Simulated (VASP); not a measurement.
# C in VASP: notebook

The runs below take C through single point, with PBE+D3(BJ).

All numbers are computed with VASP 6.6.1; they aren't measurements. Logs are shortened: lines on timing, memory, paths and dates and some standing lists are left out, and cuts for length are marked.

**1. The cell of the first run**

The cell holds a slab with vacuum, 2 atoms: a = 2.518 Å, b = 2.518 Å, c = 26.002 Å, α = 90.00°, β = 90.00°, γ = 120.00°.

**2. Single point, PBE+D3(BJ)**

INCAR reads:

```
SYSTEM = C
ALGO = Normal ; DIPOL = 0.5 0.5 0.500
EDIFF = 1E-6 ; ENCUT = 520
GGA = PE ; IDIPOL = 3
ISIF = 2 ; ISMEAR = 0
IVDW = 12 ; LASPH = .TRUE.
LCHARG = .TRUE. ; LDIPOL = .TRUE.
LELF = .TRUE. ; LREAL = .FALSE.
LVACPOTAV = .TRUE. ; LVHAR = .TRUE.
LWAVE = .FALSE. ; NBANDS = 11
NELM = 80 ; PREC = Accurate
SIGMA = 0.1
```

KPOINTS reads:

```
k-points
0
G
  21 21 1
  0 0 0
```

POSCAR reads:

```
C
1.0
    2.5180000000      0.0000000000      0.0000000000
   -1.2590000000      2.1806519667      0.0000000000
    0.0000000000      0.0000000000     26.0024170307
C
2
Direct
    0.6666666667      0.3333333333      0.5109797485
    0.3333333333      0.6666666667      0.4890202515
```

Potentials or basis: VASP PAW PBE potentials, release 64 (C).

Launch:

```
> cat potpaw_PBE.64/C/POTCAR > POTCAR
> mpirun -np 1 vasp_std > vasp.out
```

OUTCAR:

```text
SYSTEM = C
   EDIFF = 1E-6
   ENCUT = 520
   GGA = PE
   ISIF = 2
   ISMEAR = 0
   IVDW = 12
   LASPH = .TRUE.
   LREAL = .FALSE.
   NELM = 80
   PREC = Accurate
 IVDW          = 12

 ion  position               nearest neighbor table
   1  0.667  0.333  0.511-   2 1.56   2 1.56   2 1.56
   2  0.333  0.667  0.489-   1 1.56   1 1.56   1 1.56

  LATTYP: Found a hexagonal cell.
 ALAT       =     2.5180000000
 C/A-ratio  =    10.3266151830

  Lattice vectors:

 A1 = (   2.5180000000,   0.0000000000,   0.0000000000)
 A2 = (  -1.2590000000,   2.1806519667,   0.0000000000)
 A3 = (   0.0000000000,   0.0000000000,  26.0024170307)

Analysis of symmetry for initial positions (statically):
=====================================================================
 Subroutine PRICEL returns:
 Original cell was already a primitive cell.

 Routine SETGRP: Setting up the symmetry group for a
 hexagonal supercell.

 Subroutine GETGRP returns: Found 12 space group operations
 (whereof 12 operations were pure point group operations)
 out of a pool of 24 trial point group operations.

The static configuration has the point symmetry D_3d.

Analysis of symmetry for dynamics (positions and initial velocities):
=====================================================================
 Subroutine PRICEL returns:
 Original cell was already a primitive cell.

 Routine SETGRP: Setting up the symmetry group for a
 hexagonal supercell.

 Subroutine GETGRP returns: Found 12 space group operations
 (whereof 12 operations were pure point group operations)
 out of a pool of 24 trial point group operations.

The dynamic configuration has the point symmetry D_3d.

 Subroutine INISYM returns: Found 12 space group operations
 (whereof 12 operations are pure point group operations),
 and found     1 'primitive' translations

----------------------------------------------------------------------------------------

                                     Primitive cell

  volume of cell :     142.7762

  direct lattice vectors                    reciprocal lattice vectors
     2.518000000  0.000000000  0.000000000     0.397140588  0.229289225  0.000000000
    -1.259000000  2.180651967  0.000000000     0.000000000  0.458578451  0.000000000
     0.000000000  0.000000000 26.002417031     0.000000000  0.000000000  0.038457963

  length of vectors
     2.518000000  2.518000000 26.002417031     0.458578451  0.458578451  0.038457963

  position of ions in fractional coordinates (direct lattice)
     0.666666667  0.333333333  0.510979748
     0.333333333  0.666666667  0.489020252

  ion indices of the primitive-cell ions
   primitive index   ion index
                 1           1
                 2           2

----------------------------------------------------------------------------------------

 KPOINTS: k-points

Automatic generation of k-mesh.
 Grid dimensions read from file:
 generate k-points for:   21   21    1

 Generating k-lattice:

  Cartesian coordinates                     Fractional coordinates (reciprocal lattice)
     0.018911457  0.010918535  0.000000000     0.047619048  0.000000000  0.000000000
     0.000000000  0.021837069  0.000000000     0.000000000  0.047619048  0.000000000
     0.000000000  0.000000000  0.038457963     0.000000000  0.000000000  1.000000000

  Length of vectors
     0.021837069  0.021837069  0.038457963

  Shift w.r.t. Gamma in fractional coordinates (k-lattice)
     0.000000000  0.000000000  0.000000000

 Subroutine IBZKPT returns following result:
 ===========================================

 Found     48 irreducible k-points:

 Following reciprocal coordinates:
            Coordinates               Weight
  0.000000  0.000000  0.000000      1.000000
  0.047619  0.000000  0.000000      6.000000
  0.095238  0.000000  0.000000      6.000000
  0.142857  0.000000  0.000000      6.000000
  0.190476  0.000000  0.000000      6.000000
  0.238095  0.000000  0.000000      6.000000
[... 16 lines left out ...]
  0.142857  0.095238  0.000000     12.000000
  0.190476  0.095238  0.000000     12.000000
 [... further k-points ...]
   k-points           NKPTS =     48   k-points in BZ     NKDIM =     48   number of bands    NBANDS=     11
   number of dos      NEDOS =    301   number of ions     NIONS =      2
   total plane-waves  NPLWV =  78400
   dimension x,y,z NGX =    20 NGY =   20 NGZ =  196
   dimension x,y,z NGXF=    40 NGYF=   40 NGZF=  392
   ions per type =               2
   NGX,Y,Z   is equivalent  to a cutoff of  13.20, 13.20, 12.53 a.u.
   NGXF,Y,Z  is equivalent  to a cutoff of  26.41, 26.41, 25.06 a.u.
 SYSTEM =  C
   PREC   = accura    normal or accurate (medium, high low for compatibility)
   ISTART =      0    job   : 0-new  1-cont  2-samecut
   ICHARG =      2    charge: 1-file 2-atom 10-const
   ISPIN  =      1    spin polarized calculation?
   LNONCOLLINEAR =      F non collinear calculations
   LSORBIT =      F    spin-orbit coupling
   LASPH  =      T    aspherical Exc in radial PAW
   ENCUT  =  520.0 eV  38.22 Ry    6.18 a.u.   4.68  4.68 48.35*2*pi/ulx,y,z
   NELM   =     80;   NELMIN=  2; NELMDL= -5     # of ELM steps
   EDIFF  = 0.1E-05   stopping-criterion for ELM
   LREAL  =      F    real-space projection
   EDIFFG = 0.1E-04   stopping-criterion for IOM
   NSW    =      0    number of steps for IOM
   IBRION =     -1    ionic relax: 0-MD 1-quasi-New 2-CG
   NFREE  =      0    steps in history (QN), initial steepest desc. (CG)
   ISIF   =      2    stress and relaxation
   ISYM   =      2    0-nonsym 1-usesym 2-fastsym
   POTIM  = 0.5000    time-step for ionic-motion
   TEBEG  =    0.0;   TEEND  =   0.0 temperature during run
   PSTRESS=    0.0 pullay stress
   NELECT =       8.0000    total number of electrons
   NUPDOWN=      -1.0000    fix difference up-down
   EMIN   =  10.00;   EMAX   =-10.00  energy-range for DOS
   EFERMI =   0.00;   METHOD = LEGACY
   ISMEAR =     0;   SIGMA  =   0.10  broadening in eV -4-tet -1-fermi 0-gaus
   EFERMI_NEDOS =   21; number of points for ismear=-14 and -15
   IALGO  =     38    algorithm
   IMIX   =      4    mixing-type and parameters
     AMIX     =   0.40;   BMIX     =  1.00
     AMIX_MAG =   1.60;   BMIX_MAG =  1.00
  volume/ion in A,a.u.               =      71.39       481.75
  Fermi-wavevector in a.u.,A,eV,Ry     =   0.626450  1.183818  5.339460  0.392439
  Thomas-Fermi vector in A             =   1.687707
   LORBIT       =      0    0 simple, 1 ext, 2 COOP (PROOUT), +10 PAW based schemes
   GGA     = PE    functional components
   LHFCALC =     F    Hartree Fock is set to
   AEXX    =    0.0000 exact exchange contribution
   IVDW    =    12    specifies the selected vdW correction
   LEPSILON=     F    determine dielectric tensor
   LRPA    =     F    only Hartree local field effects (RPA)
 non-spin polarized calculation
 Gauss-broadening in eV      SIGMA  =   0.10
  energy-cutoff  :      520.00
  volume of cell :      142.78
 maximum number of plane-waves:      3889
 NGX is ok and might be reduce to    20
   NGX =  9   NGY =  9   NGZ = 97

 number of electron       8.0000001 magnetization

 dipolmoment           0.000000      0.000000     -0.000000 electrons x Angstroem

 Free energy of the ion-electron system (eV)
  ---------------------------------------------------
  ext. energy  EPLUGINS =         0.00000000
  ---------------------------------------------------
  free energy    TOTEN  =       -15.66631701 eV

  energy without entropy =      -15.66576419  energy(sigma->0) =      -15.66604060

 E-fermi :  -3.9298     XC(G=0):  -1.7411

 val. band max:       -3.9322285604   @ k =   0.3333   0.3333   0.0000
 cond. band min:      -3.4453197259   @ k =   0.3333   0.2857   0.0000
 fundamental gap:      0.4869088345
 Fermi energy:        -3.9297916207

 k-point     1 :       0.0000    0.0000    0.0000
  band No.  band energies     occupation
      1     -21.3787      2.00000
      2     -10.2445      2.00000
      3      -4.0663      1.94638
      4      -4.0663      1.94638
      5      -2.0180      0.00000
      6       0.9243      0.00000
      7       1.1261      0.00000
      8       1.5648      0.00000
      9       1.6684      0.00000
     10       2.5884      0.00000
     11       2.8883      0.00000

 k-point     2 :       0.0476    0.0000    0.0000
  band No.  band energies     occupation
      1     -21.3247      2.00000
      2     -10.1883      2.00000
      3      -4.3239      2.00000
      4      -4.1778      1.99955
      5      -1.9768      0.00000
      6       0.9951      0.00000
      7       1.1965      0.00000
      8       1.6297      0.00000
      9       1.7397      0.00000
     10       2.6486      0.00000
     11       2.9593      0.00000

 k-point     3 :       0.0952    0.0000    0.0000
  band No.  band energies     occupation
      1     -21.1629      2.00000
      2     -10.0202      2.00000
      3      -5.0313      2.00000
      4      -4.4812      2.00000
      5      -1.8588      0.00000
      6       1.2072      0.00000
      7       1.4068      0.00000
      8       1.8223      0.00000
      9       1.9534      0.00000
     10       2.8252      0.00000
     11       3.1719      0.00000

 k-point     4 :       0.1429    0.0000    0.0000
  band No.  band energies     occupation
      1     -20.8937      2.00000
      2      -9.7427      2.00000
      3      -6.0494      2.00000
      4      -4.9066      2.00000
      5      -1.6830      0.00000
      6       1.5599      0.00000
      7       1.7542      0.00000
      8       2.1345      0.00000
      9       2.3092      0.00000
     10       3.1022      0.00000
     11       3.5255      0.00000

 k-point     5 :       0.1905    0.0000    0.0000
  band No.  band energies     occupation
      1     -20.5184      2.00000
      2      -9.3616      2.00000
      3      -7.2467      2.00000
      4      -5.3825      2.00000
      5      -1.4881      0.00000
      6       2.0519      0.00000
      7       2.2256      0.00000
      8       2.5465      0.00000
      9       2.8066      0.00000
     10       3.4319      0.00000
     11       4.0188      0.00000
[... 211 lines left out ...]
 k-point    21 :       0.4762    0.0476    0.0000
  band No.  band energies     occupation
      1     -16.2472      2.00000
      2     -14.6505      2.00000
      3      -7.4557      2.00000
      4      -5.6030      2.00000
      5      -3.1368      0.00000
      6       4.1387      0.00000
      7       5.9288      0.00000
      8       7.7821      0.00000
      9       8.4032      0.00000
     10       8.7449      0.00000
     11       8.8650      0.00000

 k-point    22 :       0.0952    0.0952    0.0000
  band No.  band energies     occupation
      1     -20.7327      2.00000
      2      -9.5778      2.00000
      3      -6.4341      2.00000
      4      -5.3384      2.00000
      5      -1.5900      0.00000
      6       1.7712      0.00000
      7       1.9602      0.00000
      8       2.3189      0.00000
      9       2.5225      0.00000
     10       3.2721      0.00000
     11       3.7375      0.00000

 k-point    23 :       0.1429    0.0952    0.0000
  band No.  band energies     occupation
      1     -20.3581      2.00000
      2      -9.2004      2.00000
      3      -7.4486      2.00000
      4      -5.9354      2.00000
      5      -1.4191      0.00000
      6       2.2626      0.00000
      7       2.4234      0.00000
      8       2.7316      0.00000
      9       3.0196      0.00000
     10       3.6332      0.00000
     11       4.2303      0.00000

 k-point    24 :       0.1905    0.0952    0.0000
  band No.  band energies     occupation
      1     -19.8793      2.00000
      2      -8.8273      2.00000
      3      -8.5021      2.00000
      4      -6.4995      2.00000
      5      -1.3035      0.00000
      6       2.8848      0.00000
      7       2.9378      0.00000
      8       3.2657      0.00000
      9       3.6573      0.00000
     10       4.0729      0.00000
     11       4.8589      0.00000

 [... further k-points ...]

------------------------ aborting loop because EDIFF is reached ----------------------------------------

 Edisp (eV)   -0.17307

 E8    (eV) :    -0.0541

  FORCE on cell =-STRESS in cart. coord.  units (eV):
  Direction    XX          YY          ZZ          XY          YZ          ZX
  --------------------------------------------------------------------------------------
  -------------------------------------------------------------------------------------
  Total      -1.34601    -1.34601    -5.43688     0.00000     0.00000     0.00000
  in kB     -15.10441   -15.10441   -61.01046     0.00000     0.00000     0.00000
  external pressure =      -30.41 kB  Pullay stress =        0.00 kB

 VOLUME and BASIS-vectors are now :
 -----------------------------------------------------------------------------
  energy-cutoff  :      520.00
  volume of cell :      142.78
      direct lattice vectors                 reciprocal lattice vectors
     2.518000000  0.000000000  0.000000000     0.397140588  0.229289225  0.000000000
    -1.259000000  2.180651967  0.000000000     0.000000000  0.458578451  0.000000000
     0.000000000  0.000000000 26.002417031     0.000000000  0.000000000  0.038457963

 POSITION                                       TOTAL-FORCE (eV/Angst)
 -----------------------------------------------------------------------------------
      1.25900      0.72688     13.28671         0.000000      0.000000     -9.503521
     -0.00000      1.45377     12.71571        -0.000000     -0.000000      9.503521
 -----------------------------------------------------------------------------------
    total drift:                                0.000000     -0.000000     -0.000000

  FREE ENERGIE OF THE ION-ELECTRON SYSTEM (eV)
  ---------------------------------------------------
  free  energy   TOTEN  =       -15.8393842717 eV

  energy  without entropy=      -15.8388314541  energy(sigma->0) =      -15.83910786

 vacuum level on the upper side and lower side of the slab         1.129         1.129
```

Run time: 3.2 min. Hardware: 1 thread of Intel Xeon Platinum 8375C at 2.90GHz (Ice Lake), shared host; peak memory 0.28 GiB.

What came out:

```yaml
Free_energy: -15.8394 eV
Largest_force: 9.504 eV/Å
Band_gap_on_the_k_mesh: zero (filled and empty bands touch)
Dispersion_energy_per_atom: -0.087 eV
```

Forces on the atoms (eV/Å):
```
C    0.000  0.000 -9.504
C    0.000  0.000  9.504
```

**3. Single point, PBE+D3(BJ)**

INCAR reads:

```
ALGO = Normal
DIPOL = 0.5 0.5 0.500
EDIFF = 1E-6
ENCUT = 520
GGA = PE
IDIPOL = 3
ISIF = 2
ISMEAR = 0
IVDW = 12
LASPH = T
LCHARG = T
LDIPOL = T
LELF = T
LREAL = F
LVACPOTAV = T
LVHAR = T
LWAVE = F
NBANDS = 11
NELM = 60
PREC = Accurate
SIGMA = 0.1
```

KPOINTS reads:

```
k-points
0
Gamma
  21 21 1
```

POSCAR reads:

```
C
1.0
    2.5180000000      0.0000000000      0.0000000000
   -1.2590000000      2.1806519667      0.0000000000
    0.0000000000      0.0000000000     26.0024170307
C
2
Direct
    0.6666666667      0.3333333333      0.5164792373
    0.3333333333      0.6666666667      0.4835207627
```

Potentials or basis: VASP PAW PBE potentials, release 64 (C).

Launch:

```
> cat potpaw_PBE.64/C/POTCAR > POTCAR
> mpirun -np 1 vasp_std > vasp.out
```

OUTCAR:

```text
EDIFF = 1E-6
   ENCUT = 520
   GGA = PE
   ISIF = 2
   ISMEAR = 0
   IVDW = 12
   LASPH = T
   LREAL = F
   NELM = 60
   PREC = Accurate
 IVDW          = 12

 ion  position               nearest neighbor table
   1  0.667  0.333  0.516-   2 1.69   2 1.69   2 1.69
   2  0.333  0.667  0.484-   1 1.69   1 1.69   1 1.69

  LATTYP: Found a hexagonal cell.
 ALAT       =     2.5180000000
 C/A-ratio  =    10.3266151830

  Lattice vectors:

 A1 = (   2.5180000000,   0.0000000000,   0.0000000000)
[... 528 lines left out ...]

 Edisp (eV)   -0.17369

 E8    (eV) :    -0.0543

  FORCE on cell =-STRESS in cart. coord.  units (eV):
  Direction    XX          YY          ZZ          XY          YZ          ZX
  --------------------------------------------------------------------------------------
  -------------------------------------------------------------------------------------
  Total      -0.59057    -0.59057    -8.35279     0.00000     0.00000    -0.00000
  in kB      -6.62712    -6.62712   -93.73165     0.00000     0.00000    -0.00000
  external pressure =      -35.66 kB  Pullay stress =        0.00 kB

 VOLUME and BASIS-vectors are now :
 -----------------------------------------------------------------------------
  energy-cutoff  :      520.00
  volume of cell :      142.78
      direct lattice vectors                 reciprocal lattice vectors
     2.518000000  0.000000000  0.000000000     0.397140588  0.229289225  0.000000000
    -1.259000000  2.180651967  0.000000000     0.000000000  0.458578451  0.000000000
     0.000000000  0.000000000 26.002417031     0.000000000  0.000000000  0.038457963

 POSITION                                       TOTAL-FORCE (eV/Angst)
 -----------------------------------------------------------------------------------
      1.25900      0.72688     13.42971        -0.000000      0.000000     -9.734898
     -0.00000      1.45377     12.57271         0.000000     -0.000000      9.734898
 -----------------------------------------------------------------------------------
    total drift:                                0.000000      0.000000     -0.000000

  FREE ENERGIE OF THE ION-ELECTRON SYSTEM (eV)
  ---------------------------------------------------
  free  energy   TOTEN  =       -12.8991806902 eV

  energy  without entropy=      -12.8918114921  energy(sigma->0) =      -12.89549609

 vacuum level on the upper side and lower side of the slab         1.175         1.175
```

It took 2.9 min on 1 thread of Intel Xeon Platinum 8375C at 2.90GHz (Ice Lake), shared host; peak memory 0.28 GiB.

What came out:

```
Free energy                : -12.8992 eV
Largest force              : 9.735 eV/Å
Band gap on the k mesh     : zero (band 4 reaches -2.77 eV, above the bottom of band 5 at -4.74 eV)
Dispersion energy per atom : -0.087 eV
```

Forces in eV/Å, atoms in the order of the input:
```
C    0.000  0.000 -9.735
C    0.000  0.000  9.735
```

Levels at points of the mesh, in eV from the Fermi level:
```tsv
k point	band 1	band 2	band 3	band 4	band 5	band 6	band 7	band 8	band 9
(0.00, 0.00, 0.00)	-16.81	-6.68	-0.01	1.33	1.33	5.03	5.20	5.55	5.78
```

**4. Single point, PBE+D3(BJ)**

INCAR reads:

```
SYSTEM = C
  PREC = Accurate
  ENCUT = 520
  EDIFF = 1E-6
  ISMEAR = 0
  SIGMA = 0.1
  LREAL = .False.
  LASPH = .True.
  NELM = 60
  ALGO = Normal
  ISIF = 2
  LWAVE = .False.
  LCHARG = .False.
  LDIPOL = .True.
  IDIPOL = 3
  DIPOL = 0.5 0.5 0.500
  GGA = PE
  IVDW = 12
  NBANDS = 11
```

KPOINTS reads:

```
Automatic mesh
0
Gamma
  21 21 1
  0 0 0
```

POSCAR reads:

```
C
1.0
    2.5180000000      0.0000000000      0.0000000000
   -1.2590000000      2.1806519667      0.0000000000
    0.0000000000      0.0000000000     26.0024170307
C
2
Direct
    0.6666666667      0.3333333333      0.5027497444
    0.3333333333      0.6666666667      0.4972502556
```

Launch:

```
> cat potpaw_PBE.64/C/POTCAR > POTCAR
> mpirun -np 1 vasp_std > vasp.out
```

It took 2.6 min on 1 thread of Intel Xeon Platinum 8375C at 2.90GHz (Ice Lake), shared host; peak memory 0.28 GiB.

Results (log left out):

```
Free energy                : -18.4010 eV
Largest force              : 2.395 eV/Å
Band gap on the k mesh     : zero (filled and empty bands touch)
Dispersion energy per atom : -0.087 eV
```

Forces on the atoms (eV/Å):
```
C    0.000  0.000 -2.395
C    0.000  0.000  2.395
```

Levels at points of the mesh, in eV from the Fermi level:
| k point | band 1 | band 2 | band 3 | band 4 | band 5 | band 6 | band 7 | band 8 |
| --- | --- | --- | --- | --- | --- | --- | --- | --- |
| (0.00, 0.00, 0.00) | -18.92 | -7.12 | -2.85 | -2.85 | 3.39 | 4.27 | 4.53 | 5.00 |
